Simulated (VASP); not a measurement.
# Ga (I-43d) in VASP: notebook, part 2 of 2

VASP 6.6.1.

### 4 Single point, r2SCAN

POSCAR reads:

```
Ga
1.0
   -2.9755000000      2.9755000000      2.9755000000
    2.9755000000     -2.9755000000      2.9755000000
    2.9755000000      2.9755000000     -2.9755000000
Ga
6
Direct
    0.2500000000      0.6250000000      0.3750000000
    0.3750000000      0.2500000000      0.6250000000
    0.7500000000      0.8750000000      0.1250000000
    0.1250000000      0.7500000000      0.8750000000
    0.6250000000      0.3750000000      0.2500000000
    0.8750000000      0.1250000000      0.7500000000
```

INCAR.step1 reads:

```
PREC = Accurate
ENCUT = 520
ISMEAR = 1
SIGMA = 0.15
LREAL = F
LASPH = T
NELM = 60
NBANDS = 48
GGA = PE
ALGO = Normal
EDIFF = 1E-4
LWAVE = T
LCHARG = F
```

INCAR.step2 reads:

```
PREC = Accurate
ENCUT = 520
EDIFF = 1E-6
ISMEAR = 1
SIGMA = 0.15
LREAL = F
LASPH = T
NELM = 60
ALGO = Normal
ISIF = 2
LWAVE = F
LCHARG = F
METAGGA = R2SCAN
LMIXTAU = T
NBANDS = 48
ISTART = 1
```

KPOINTS reads:

```
regular mesh
0
Gamma
  4 4 4
```

Potentials or basis: VASP PAW PBE potentials, release 64 (Ga_d).

On the command line:

```
$ cat potpaw_PBE.64/Ga_d/POTCAR > POTCAR
$ cp INCAR.step1 INCAR
$ mpirun -np 1 vasp_std > vasp.out
$ cp INCAR.step2 INCAR
$ mpirun -np 1 vasp_std > vasp.out
```

OUTCAR:

```text
PREC = Accurate
   ENCUT = 520
   EDIFF = 1E-6
   ISMEAR = 1
   LREAL = F
   LASPH = T
   NELM = 60
   ISIF = 2
   METAGGA = R2SCAN
   ISTART = 1

 ion  position               nearest neighbor table
   1  0.250  0.625  0.375-   2 2.78   2 2.78   4 2.78   5 2.78   4 2.78   6 2.78   6 2.78   5 2.78

   2  0.375  0.250  0.625-   5 2.78   1 2.78   5 2.78   6 2.78   1 2.78   6 2.78   3 2.78   3 2.78

   3  0.750  0.875  0.125-   6 2.78   4 2.78   5 2.78   6 2.78   5 2.78   4 2.78   2 2.78   2 2.78

   4  0.125  0.750  0.875-   3 2.78   1 2.78   3 2.78   6 2.78   1 2.78   5 2.78   6 2.78   5 2.78

   5  0.625  0.375  0.250-   1 2.78   2 2.78   3 2.78   2 2.78   3 2.78   4 2.78   1 2.78   4 2.78

   6  0.875  0.125  0.750-   2 2.78   3 2.78   4 2.78   3 2.78   2 2.78   1 2.78   4 2.78   1 2.78

  LATTYP: Found a body centered cubic cell.
 ALAT       =     5.9510000000

  Lattice vectors:

 A1 = (  -2.9755000000,   2.9755000000,   2.9755000000)
 A2 = (   2.9755000000,  -2.9755000000,   2.9755000000)
 A3 = (   2.9755000000,   2.9755000000,  -2.9755000000)

Analysis of symmetry for initial positions (statically):
=====================================================================
[... 170 lines left out ...]
 fundamental gap:      0.3283270356
 Fermi energy:         5.8003816684

 k-point     1 :       0.0000    0.0000    0.0000
  band No.  band energies     occupation
      1      -9.5664      2.00000
      2      -9.5286      2.00000
      3      -9.5286      2.00000
      4      -9.4872      2.00000
      5      -9.4872      2.00000
      6      -9.4872      2.00000
[... 397 lines left out ...]
     47      14.4881      0.00000
     48      14.4881      0.00000

------------------------ aborting loop because EDIFF is reached ----------------------------------------

  FORCE on cell =-STRESS in cart. coord.  units (eV):
  Direction    XX          YY          ZZ          XY          YZ          ZX
  --------------------------------------------------------------------------------------
  -------------------------------------------------------------------------------------
  Total        1.0233954      1.0233954      1.0233954      0.0000000     -0.0000000     -0.0000000
  in kB       15.5601643     15.5601643     15.5601643      0.0000000     -0.0000000     -0.0000000
  external PRESSURE =      15.5601643 kB  Pullay stress =       0.0000000 kB

 VOLUME and BASIS-vectors are now :
 -----------------------------------------------------------------------------
  energy-cutoff  :      520.00
  volume of cell :      105.38
      direct lattice vectors                 reciprocal lattice vectors
    -2.975500000  2.975500000  2.975500000     0.000000000  0.168038985  0.168038985
     2.975500000 -2.975500000  2.975500000     0.168038985  0.000000000  0.168038985
     2.975500000  2.975500000 -2.975500000     0.168038985  0.168038985  0.000000000

 POSITION                                       TOTAL-FORCE (eV/Angst)
 -----------------------------------------------------------------------------------
      2.23163     -0.00000      1.48775        -0.000000     -0.000000      0.000000
      1.48775      2.23162     -0.00000         0.000000     -0.000000     -0.000000
      0.74388     -0.00000      4.46325        -0.000000      0.000000     -0.000000
      4.46325      0.74388      0.00000        -0.000000     -0.000000      0.000000
     -0.00000      1.48775      2.23162         0.000000     -0.000000      0.000000
      0.00000      4.46325      0.74388         0.000000      0.000000      0.000000
 -----------------------------------------------------------------------------------
    total drift:                               -0.000010     -0.000010     -0.000010

  FREE ENERGIE OF THE ION-ELECTRON SYSTEM (eV)
  ---------------------------------------------------
  free  energy   TOTEN  =       -68.0271869029 eV

  energy  without entropy=      -68.0023683939  energy(sigma->0) =      -68.01891407
```

OUTCAR.step1:

```text
PREC = Accurate
   ENCUT = 520
   ISMEAR = 1
   LREAL = F
[... 633 lines left out ...]
      0.74388     -0.00000      4.46325        -0.000000      0.000000     -0.000000
      4.46325      0.74388      0.00000        -0.000000      0.000000      0.000000
     -0.00000      1.48775      2.23162         0.000000     -0.000000     -0.000000
      0.00000      4.46325      0.74388        -0.000000      0.000000     -0.000000
 -----------------------------------------------------------------------------------
    total drift:                               -0.000001     -0.000001     -0.000001

  FREE ENERGIE OF THE ION-ELECTRON SYSTEM (eV)
  ---------------------------------------------------
  free  energy   TOTEN  =       -17.2787093764 eV

  energy  without entropy=      -17.2585605977  energy(sigma->0) =      -17.27199312
```

OSZICAR.step1:

```text
N       E                     dE             d eps       ncg     rms          rms(c)
DAV:   1     0.661038665375E+03    0.66104E+03   -0.36624E+04   816   0.319E+03
DAV:   2     0.842927321422E+02   -0.57675E+03   -0.55904E+03   768   0.675E+02
DAV:   3    -0.126740557221E+02   -0.96967E+02   -0.92892E+02   872   0.192E+02
DAV:   4    -0.173073736642E+02   -0.46333E+01   -0.45698E+01   848   0.451E+01
DAV:   5    -0.174544187056E+02   -0.14705E+00   -0.14679E+00   944   0.857E+00    0.238E+00
DAV:   6    -0.173112222070E+02    0.14320E+00   -0.37229E-01   960   0.658E+00    0.118E+00
DAV:   7    -0.172816894797E+02    0.29533E-01   -0.71428E-02  1008   0.219E+00    0.320E-01
DAV:   8    -0.172786286389E+02    0.30608E-02   -0.10679E-02   840   0.980E-01    0.386E-02
DAV:   9    -0.172787093764E+02   -0.80738E-04   -0.77779E-04   968   0.220E-01
   1 F= -.17278709E+02 E0= -.17271993E+02  d E =-.201488E-01
```

Run time: 10 min. Hardware: 1 thread of AMD EPYC 7R13, shared host; peak memory 0.23 GiB.

Results:

```yaml
Free_energy: -68.0272 eV
Pressure: 1.6 GPa
Band_gap_on_the_k_mesh: zero (band 39 reaches 8.06 eV, above the bottom of band 40 at 3.91 eV)
```

Caveat: the k points lie up to 0.37 Å⁻¹ apart; the PAW data sets were made with another functional, which shifts forces and pressure a little.

### 5 Overview

```tsv
level	potentials or basis	gap on the mesh (eV)	pressure (GPa)
PBEsol	VASP PAW PBE potentials, release 64 (Ga_d)	none	1.3
LDA	VASP PAW LDA potentials, release 64 (Ga_d)	none	-0.8
r2SCAN	VASP PAW PBE potentials, release 64 (Ga_d)	none	1.6
```

Alike in all rows: task single point; no spin polarisation; cell as given; k mesh 4 × 4 × 4; cutoff (eV) 520; smearing methfessel-paxton 0.15 eV.

Caveats: all runs use coarse meshes; the PAW data sets were made with another functional, which shifts forces and pressure a little (some runs).

Absolute energies hang on the potentials; compare differences alone.
